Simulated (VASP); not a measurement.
# SiC (Fm-3m) in VASP: further runs

The runs below take SiC through single point, with PBEsol.

Everything below comes from runs of VASP 6.6.1. Logs are shortened: lines on timing, memory, paths and dates and some standing lists are left out, and cuts for length are marked.

## (1) The cell of the first run

The structure is cubic, space group Fm-3m (No. 225). Conventional cell: a = 3.616 Å, b = 3.616 Å, c = 3.616 Å, α = 90.00°, β = 90.00°, γ = 90.00°. Within 2.4 Å of C (site symmetry m-3m) lie 6 Si at 1.81 Å. Si (site symmetry m-3m) has 6 C at 1.81 Å within 2.4 Å.

## (2) Single point, PBEsol (volume scaled by 0.720)

INCAR reads:

```
SYSTEM = SiC
ALGO = Normal
EDIFF = 1E-7
ENCUT = 520
GGA = PS
ISIF = 2
ISMEAR = 0
LASPH = .TRUE.
LCHARG = .FALSE.
LREAL = .FALSE.
LWAVE = .FALSE.
NBANDS = 11
NELM = 60
PREC = Accurate
SIGMA = 0.05
```

KPOINTS reads:

```
k-points
0
G
  20 20 20
  0 0 0
```

POSCAR reads:

```
SiC
1.0
    0.0000000000      1.8078633819      1.8078633819
    1.8078633819      0.0000000000      1.8078633819
    1.8078633819      1.8078633819      0.0000000000
C Si
1 1
Direct
    0.0000000000      0.0000000000      0.0000000000
    0.5000000000      0.5000000000      0.5000000000
```

Potentials or basis: VASP PAW PBE potentials, release 64 (C, Si).

Launch:

```bash
$ cat potpaw_PBE.64/C/POTCAR potpaw_PBE.64/Si/POTCAR > POTCAR
$ mpirun -np 1 vasp_std > vasp.out
```

OUTCAR:

```text
SYSTEM = SiC
   EDIFF = 1E-7
   ENCUT = 520
   GGA = PS
   ISIF = 2
   ISMEAR = 0
   LASPH = .TRUE.
   LREAL = .FALSE.
   NELM = 60
   PREC = Accurate

 ion  position               nearest neighbor table
   1  0.000  0.000  0.000-   2 1.81   2 1.81   2 1.81   2 1.81   2 1.81   2 1.81
   2  0.500  0.500  0.500-   1 1.81   1 1.81   1 1.81   1 1.81   1 1.81   1 1.81

  LATTYP: Found a face centered cubic cell.
 ALAT       =     3.6157267638

  Lattice vectors:

 A1 = (   0.0000000000,   1.8078633819,   1.8078633819)
 A2 = (   1.8078633819,   0.0000000000,   1.8078633819)
 A3 = (   1.8078633819,   1.8078633819,   0.0000000000)

Analysis of symmetry for initial positions (statically):
=====================================================================
 Subroutine PRICEL returns:
 Original cell was already a primitive cell.

 Routine SETGRP: Setting up the symmetry group for a
 face centered cubic supercell.

 Subroutine GETGRP returns: Found 48 space group operations
 (whereof 48 operations were pure point group operations)
 out of a pool of 48 trial point group operations.

The static configuration has the point symmetry O_h .

Analysis of symmetry for dynamics (positions and initial velocities):
=====================================================================
 Subroutine PRICEL returns:
 Original cell was already a primitive cell.

 Routine SETGRP: Setting up the symmetry group for a
 face centered cubic supercell.

 Subroutine GETGRP returns: Found 48 space group operations
 (whereof 48 operations were pure point group operations)
 out of a pool of 48 trial point group operations.

The dynamic configuration has the point symmetry O_h .

 Subroutine INISYM returns: Found 48 space group operations
 (whereof 48 operations are pure point group operations),
 and found     1 'primitive' translations

----------------------------------------------------------------------------------------

                                     Primitive cell

  volume of cell :      11.8175

  direct lattice vectors                    reciprocal lattice vectors
     0.000000000  1.807863382  1.807863382    -0.276569571  0.276569571  0.276569571
     1.807863382  0.000000000  1.807863382     0.276569571 -0.276569571  0.276569571
     1.807863382  1.807863382  0.000000000     0.276569571  0.276569571 -0.276569571

  length of vectors
     2.556704914  2.556704914  2.556704914     0.479032549  0.479032549  0.479032549

  position of ions in fractional coordinates (direct lattice)
[... 87 lines left out ...]
   POTIM  = 0.5000    time-step for ionic-motion
   TEBEG  =    0.0;   TEEND  =   0.0 temperature during run
   PSTRESS=    0.0 pullay stress
   NELECT =       8.0000    total number of electrons
   NUPDOWN=      -1.0000    fix difference up-down
   EMIN   =  10.00;   EMAX   =-10.00  energy-range for DOS
   EFERMI =   0.00;   METHOD = LEGACY
   ISMEAR =     0;   SIGMA  =   0.05  broadening in eV -4-tet -1-fermi 0-gaus
   EFERMI_NEDOS =   21; number of points for ismear=-14 and -15
   IALGO  =     38    algorithm
   IMIX   =      4    mixing-type and parameters
     AMIX     =   0.40;   BMIX     =  1.00
     AMIX_MAG =   1.60;   BMIX_MAG =  1.00
  volume/ion in A,a.u.               =       5.91        39.87
  Fermi-wavevector in a.u.,A,eV,Ry     =   1.437460  2.716406 28.113615  2.066292
  Thomas-Fermi vector in A             =   2.556536
   LORBIT       =      0    0 simple, 1 ext, 2 COOP (PROOUT), +10 PAW based schemes
   GGA     = PS    functional components
   LHFCALC =     F    Hartree Fock is set to
   AEXX    =    0.0000 exact exchange contribution
   IVDW    =     0    specifies the selected vdW correction
   LEPSILON=     F    determine dielectric tensor
   LRPA    =     F    only Hartree local field effects (RPA)
 non-spin polarized calculation
 Gauss-broadening in eV      SIGMA  =   0.05
  energy-cutoff  :      520.00
  volume of cell :       11.82
 maximum number of plane-waves:       332
   NGX =  9   NGY =  9   NGZ =  9

 number of electron       8.0000001 magnetization

 Free energy of the ion-electron system (eV)
  ---------------------------------------------------
  ext. energy  EPLUGINS =         0.00000000
  ---------------------------------------------------
  free energy    TOTEN  =       -12.72511985 eV

  energy without entropy =      -12.72511985  energy(sigma->0) =      -12.72511985

 E-fermi :  18.5953     XC(G=0): -14.3777

 val. band max:       18.3111485603   @ k =   0.0000   0.0000   0.0000
 cond. band min:      18.8965145162   @ k =   0.5000   0.5000   0.0000
 fundamental gap:      0.5853659559
 Fermi energy:        18.5952946255

 k-point     1 :       0.0000    0.0000    0.0000
  band No.  band energies     occupation
      1      -4.5797      2.00000
      2      18.3111      2.00000
      3      18.3111      2.00000
      4      18.3111      2.00000
      5      27.2040      0.00000
      6      27.2040      0.00000
      7      27.2040      0.00000
      8      32.8996      0.00000
      9      33.9180      0.00000
     10      33.9180      0.00000
     11      34.3013      0.00000
[... 309 lines left out ...]
 k-point    24 :      -0.3500    0.0500    0.0000
  band No.  band energies     occupation
      1      -0.5196      2.00000
      2       7.2620      2.00000
      3      15.7605      2.00000
      4      16.5789      2.00000
      5      25.8314      0.00000
      6      26.0079      0.00000
      7      26.6231      0.00000
      8      32.9356      0.00000
      9      35.1189      0.00000
     10      35.9492      0.00000
     11      37.8088      0.00000

 [... further k-points ...]

------------------------ aborting loop because EDIFF is reached ----------------------------------------

  FORCE on cell =-STRESS in cart. coord.  units (eV):
  Direction    XX          YY          ZZ          XY          YZ          ZX
  --------------------------------------------------------------------------------------
  -------------------------------------------------------------------------------------
  Total       12.7245706     12.7245706     12.7245706     -0.0000000     -0.0000000      0.0000000
  in kB     1725.1501328   1725.1501328   1725.1501328     -0.0000000     -0.0000000      0.0000000
  external PRESSURE =    1725.1501328 kB  Pullay stress =       0.0000000 kB

 VOLUME and BASIS-vectors are now :
 -----------------------------------------------------------------------------
  energy-cutoff  :      520.00
  volume of cell :       11.82
      direct lattice vectors                 reciprocal lattice vectors
     0.000000000  1.807863382  1.807863382    -0.276569571  0.276569571  0.276569571
     1.807863382  0.000000000  1.807863382     0.276569571 -0.276569571  0.276569571
     1.807863382  1.807863382  0.000000000     0.276569571  0.276569571 -0.276569571

 POSITION                                       TOTAL-FORCE (eV/Angst)
 -----------------------------------------------------------------------------------
      0.00000      0.00000      0.00000        -0.000000      0.000000     -0.000000
      1.80786      1.80786      1.80786         0.000000     -0.000000      0.000000
 -----------------------------------------------------------------------------------
    total drift:                                0.000000     -0.000000     -0.000000

  FREE ENERGIE OF THE ION-ELECTRON SYSTEM (eV)
  ---------------------------------------------------
  free  energy   TOTEN  =       -12.7251198541 eV

  energy  without entropy=      -12.7251198541  energy(sigma->0) =      -12.72511985
```

stdout:

```text
POSCAR found type information on POSCAR C Si
 POSCAR found :  2 types and       2 ions
 scaLAPACK will be used
 -----------------------------------------------------------------------------
|                                                                             |
|                                                                             |
|     You enforced a specific xc type in the INCAR file but a different       |
|     I HOPE YOU KNOW WHAT YOU ARE DOING!                                     |
|                                                                             |
 -----------------------------------------------------------------------------

 LDA part: xc-table for (Slater+PW92), standard interpolation
 POSCAR, INCAR and KPOINTS ok, starting setup
 FFT: planning ... GRIDC
 FFT: planning ... GRID_SOFT
 FFT: planning ... GRID
 WAVECAR not read
 entering main loop
```

Run time: 39 s. Hardware: 1 thread of Intel Xeon 8259CL, shared host; peak memory 0.15 GiB.

What came out:

| Property | Result |
| --- | --- |
| Free energy | -12.7251 eV |
| Pressure | 172.5 GPa |
| Band gap on the k mesh | 0.59 eV, indirect (least direct gap 6.41 eV) |

Levels at points of the mesh, in eV from the valence-band top:
```csv
k point,band 2,band 3,band 4,band 5,band 6,band 7
"(0.00, 0.00, 0.00)",0.00,0.00,0.00,8.89,8.89,8.89
"(0.50, 0.00, 0.00)",-14.67,-2.17,-2.17,7.01,7.01,8.12
"(0.50, 0.50, 0.00)",-13.31,-5.82,-5.82,0.59,1.74,19.98
```

Caveat: the cell differs from its parent crystal (volume scaled by 0.720); the PAW data sets were made with another functional, which shifts forces and pressure a little. A k mesh can miss the band edges.

## (3) Single point, PBEsol

This run uses another cell than the first one, of 8.19 Å³/atom, 1.387 times its volume.

INCAR reads:

```
PREC     = Accurate       # precision mode
ENCUT    = 520            # plane-wave cutoff, eV
EDIFF    = 1E-7           # SCF threshold, eV
ISMEAR   = 0              # smearing method
SIGMA    = 0.05           # smearing width, eV
LREAL    = False          # projectors in reciprocal space
LASPH    = True           # aspherical terms in the spheres
NELM     = 60             # most SCF steps
ALGO     = Normal         # electronic algorithm
ISIF     = 2              # what is computed and relaxed
LWAVE    = False          # write WAVECAR
LCHARG   = True           # write CHGCAR
GGA      = PS             # functional
LELF     = True           # ELF
LVHAR    = True         
NBANDS   = 11             # bands
```

KPOINTS reads:

```
regular mesh
0
Gamma
  18 18 18
```

POSCAR reads:

```
SiC
1.0
    0.0000000000      2.0160391274      2.0160391274
    2.0160391274      0.0000000000      2.0160391274
    2.0160391274      2.0160391274      0.0000000000
C Si
1 1
Direct
    0.0000000000      0.0000000000      0.0000000000
    0.5000000000      0.5000000000      0.5000000000
```

Potentials or basis: VASP PAW PBE potentials, release 64 (C, Si).

Launch:

```bash
$ cat potpaw_PBE.64/C/POTCAR potpaw_PBE.64/Si/POTCAR > POTCAR
$ mpirun -np 1 vasp_std > vasp.out
```

OUTCAR:

```text
PREC = Accurate
   ENCUT = 520
   EDIFF = 1E-7
   ISMEAR = 0
   LREAL = False
   LASPH = True
   NELM = 60
   ISIF = 2
   GGA = PS

 ion  position               nearest neighbor table
   1  0.000  0.000  0.000-   2 2.02   2 2.02   2 2.02   2 2.02   2 2.02   2 2.02
   2  0.500  0.500  0.500-   1 2.02   1 2.02   1 2.02   1 2.02   1 2.02   1 2.02

  LATTYP: Found a face centered cubic cell.
 ALAT       =     4.0320782548

  Lattice vectors:

 A1 = (   0.0000000000,   2.0160391274,   2.0160391274)
[... 523 lines left out ...]
------------------------ aborting loop because EDIFF is reached ----------------------------------------

  FORCE on cell =-STRESS in cart. coord.  units (eV):
  Direction    XX          YY          ZZ          XY          YZ          ZX
  --------------------------------------------------------------------------------------
  -------------------------------------------------------------------------------------
  Total        0.1010338      0.1010338      0.1010338     -0.0000000      0.0000000      0.0000000
  in kB        9.8775762      9.8775762      9.8775762     -0.0000000      0.0000000      0.0000000
  external PRESSURE =       9.8775762 kB  Pullay stress =       0.0000000 kB

 VOLUME and BASIS-vectors are now :
 -----------------------------------------------------------------------------
  energy-cutoff  :      520.00
  volume of cell :       16.39
      direct lattice vectors                 reciprocal lattice vectors
     0.000000000  2.016039127  2.016039127    -0.248011060  0.248011060  0.248011060
     2.016039127  0.000000000  2.016039127     0.248011060 -0.248011060  0.248011060
     2.016039127  2.016039127  0.000000000     0.248011060  0.248011060 -0.248011060

 POSITION                                       TOTAL-FORCE (eV/Angst)
 -----------------------------------------------------------------------------------
      0.00000      0.00000      0.00000         0.000000     -0.000000     -0.000000
      2.01604      2.01604      2.01604         0.000000      0.000000      0.000000
 -----------------------------------------------------------------------------------
    total drift:                                0.000000     -0.000000     -0.000000

  FREE ENERGIE OF THE ION-ELECTRON SYSTEM (eV)
  ---------------------------------------------------
  free  energy   TOTEN  =       -14.6023852473 eV

  energy  without entropy=      -14.6020514128  energy(sigma->0) =      -14.60221833
```

stdout:

```text
POSCAR found type information on POSCAR C Si
 POSCAR found :  2 types and       2 ions
 scaLAPACK will be used
 -----------------------------------------------------------------------------
|                                                                             |
|                                                                             |
|     You enforced a specific xc type in the INCAR file but a different       |
|     I HOPE YOU KNOW WHAT YOU ARE DOING!                                     |
|                                                                             |
 -----------------------------------------------------------------------------

 LDA part: xc-table for (Slater+PW92), standard interpolation
 POSCAR, INCAR and KPOINTS ok, starting setup
 FFT: planning ... GRIDC
 FFT: planning ... GRID_SOFT
 FFT: planning ... GRID
 WAVECAR not read
 entering main loop
```

Run time: 40 s. Hardware: 1 thread of Intel Xeon 8259CL, shared host; peak memory 0.15 GiB.

What came out:

```yaml
Free_energy: -14.6024 eV
Pressure: 1.0 GPa
Band_gap_on_the_k_mesh: zero (band 4 reaches 12.63 eV, above the bottom of band 5 at 11.70 eV)
```

Caveat: the PAW data sets were made with another functional, which shifts forces and pressure a little.

## (4) Single point, PBEsol

This run uses another cell than the first one, of 8.21 Å³/atom, 1.389 times its volume.

INCAR reads:

```
SYSTEM = SiC
ALGO = Normal
EDIFF = 1E-6
ENCUT = 520
GGA = PS
ISIF = 2
ISMEAR = 0
LASPH = .TRUE.
LCHARG = .TRUE.
LELF = .TRUE.
LREAL = .FALSE.
LVHAR = .TRUE.
LWAVE = .FALSE.
NBANDS = 11
NELM = 100
PREC = Accurate
SIGMA = 0.05
```

KPOINTS reads:

```
k-points
0
G
  18 18 18
  0 0 0
```

POSCAR reads:

```
SiC
1.0
    0.0000000000      2.0170721952      2.0170721952
    2.0170721952      0.0000000000      2.0170721952
    2.0170721952      2.0170721952      0.0000000000
C Si
1 1
Direct
    0.0000000000      0.0000000000      0.0000000000
    0.5000000000      0.5000000000      0.5000000000
```

Launch:

```bash
$ cat potpaw_PBE.64/C/POTCAR potpaw_PBE.64/Si/POTCAR > POTCAR
$ mpirun -np 1 vasp_std > vasp.out
```

Run time: 40 s. Hardware: 1 thread of Intel Xeon 8259CL, shared host; peak memory 0.16 GiB.

The run converged. Its results:

- Free energy: -14.6025 eV
- Pressure: 0.6 GPa
- Band gap on the k mesh: zero (band 4 reaches 12.61 eV, above the bottom of band 5 at 11.67 eV)

Levels at points of the mesh, in eV from the Fermi level:
```
           k point  band 2  band 3  band 4  band 5  band 6  band 7
(0.00, 0.00, 0.00)    0.07    0.07    0.07    7.77    8.93    8.93
(0.50, 0.00, 0.00)  -11.61   -1.02   -1.02    5.32    5.32    5.99
(0.50, 0.50, 0.00)   -9.90   -4.31   -4.31   -0.80    2.42   15.01
```

Caveat: the PAW data sets were made with another functional, which shifts forces and pressure a little.

## (5) Single point, PBEsol (volume scaled by 0.760)

INCAR reads:

```
SYSTEM = SiC
PREC = Accurate
ENCUT = 520
EDIFF = 1E-7
ISMEAR = 0
SIGMA = 0.05
LREAL = .FALSE.
LASPH = .TRUE.
NELM = 60
ALGO = Normal
ISIF = 2
LWAVE = .FALSE.
LCHARG = .TRUE.
GGA = PS
LELF = .TRUE.
LVHAR = .TRUE.
NBANDS = 11
```

KPOINTS reads:

```
Automatic mesh
0
G
  20 20 20
  0 0 0
```

POSCAR reads:

```
SiC
1.0
    0.0000000000      1.8407408070      1.8407408070
    1.8407408070      0.0000000000      1.8407408070
    1.8407408070      1.8407408070      0.0000000000
C Si
1 1
Direct
    0.0000000000      0.0000000000      0.0000000000
    0.5000000000      0.5000000000      0.5000000000
```

Launch:

```bash
$ cat potpaw_PBE.64/C/POTCAR potpaw_PBE.64/Si/POTCAR > POTCAR
$ mpirun -np 1 vasp_std > vasp.out
```

Run time: 46 s. Hardware: 1 thread of Intel Xeon 8259CL, shared host; peak memory 0.15 GiB.

It converged, with:

```yaml
Free_energy: -13.3412 eV
Pressure: 129.5 GPa
Band_gap_on_the_k_mesh: 0.92 eV, indirect (least direct gap 6.48 eV)
```

Levels at points of the mesh, in eV from the valence-band top:
| k point | band 1 | band 2 | band 3 | band 4 | band 5 | band 6 | band 7 | band 8 | band 9 |
| --- | --- | --- | --- | --- | --- | --- | --- | --- | --- |
| (0.00, 0.00, 0.00) | -22.13 | 0.00 | 0.00 | 0.00 | 8.90 | 8.90 | 8.90 | 13.32 | 15.32 |
| (0.50, 0.00, 0.00) | -15.71 | -14.13 | -1.96 | -1.96 | 6.68 | 6.68 | 7.74 | 12.85 | 18.47 |
| (0.50, 0.50, 0.00) | -13.07 | -12.72 | -5.57 | -5.57 | 0.92 | 1.24 | 19.13 | 19.41 | 19.41 |

Caveat: the cell differs from its parent crystal (volume scaled by 0.760); the PAW data sets were made with another functional, which shifts forces and pressure a little.

## (6) Single point, PBEsol (volume scaled by 1.040)

INCAR reads:

```
SYSTEM = SiC
ALGO = Normal
EDIFF = 1E-7
ENCUT = 520
GGA = PS
ISIF = 2
ISMEAR = 0
LASPH = .True.
LCHARG = .False.
LREAL = .False.
LWAVE = .False.
NBANDS = 11
NELM = 60
PREC = Accurate
SIGMA = 0.05
```

KPOINTS reads:

```
k-points
0
Gamma
  18 18 18
  0 0 0
```

POSCAR reads:

```
SiC
1.0
    0.0000000000      2.0436156628      2.0436156628
    2.0436156628      0.0000000000      2.0436156628
    2.0436156628      2.0436156628      0.0000000000
C Si
1 1
Direct
    0.0000000000      0.0000000000      0.0000000000
    0.5000000000      0.5000000000      0.5000000000
```

Potentials or basis: VASP PAW PBE potentials, release 64 (C, Si).

Launch:

```bash
$ cat potpaw_PBE.64/C/POTCAR potpaw_PBE.64/Si/POTCAR > POTCAR
$ mpirun -np 1 vasp_std > vasp.out
```

Wall time 42 s (1 thread of Intel Xeon 8259CL, shared host); peak memory 0.16 GiB.

Results (log left out):

```yaml
Free_energy: -14.5851 eV
Pressure: -9.0 GPa
Band_gap_on_the_k_mesh: zero (band 4 reaches 12.03 eV, above the bottom of band 5 at 10.81 eV)
```

Levels at points of the mesh, in eV from the Fermi level:
```
           k point  band 1  band 2  band 3  band 4  band 5  band 6  band 7  band 8
(0.00, 0.00, 0.00)  -18.06    0.10    0.10    0.10    7.10    8.95    8.95    8.95
(0.50, 0.00, 0.00)  -12.97  -11.27   -0.89   -0.89    5.18    5.18    5.78    9.32
(0.50, 0.50, 0.00)  -11.26   -9.51   -4.12   -4.12   -1.02    2.62   14.48   14.48
```

Caveat: the cell differs from its parent crystal (volume scaled by 1.040); the PAW data sets were made with another functional, which shifts forces and pressure a little.

## (7) The runs side by side

| cell | k mesh | gap on the mesh (eV) | pressure (GPa) |
| --- | --- | --- | --- |
| a = 2.557 Å, angles 60.0°, 2 atoms | 20 × 20 × 20 | 0.59 | 172.5 |
| a = 2.851 Å, angles 60.0°, 2 atoms | 18 × 18 × 18 | none | 1.0 |
| a = 2.853 Å, angles 60.0°, 2 atoms | 18 × 18 × 18 | none | 0.6 |
| a = 2.603 Å, angles 60.0°, 2 atoms | 20 × 20 × 20 | 0.92 | 129.5 |
| a = 2.890 Å, angles 60.0°, 2 atoms | 18 × 18 × 18 | none | -9.0 |

Alike in all rows: task single point; level PBEsol; potentials or basis VASP PAW PBE potentials, release 64 (C, Si); no spin polarisation; cutoff (eV) 520; smearing gaussian 0.05 eV.

Caveats: the PAW data sets were made with another functional, which shifts forces and pressure a little.

Absolute energies hang on the potentials; compare differences alone.
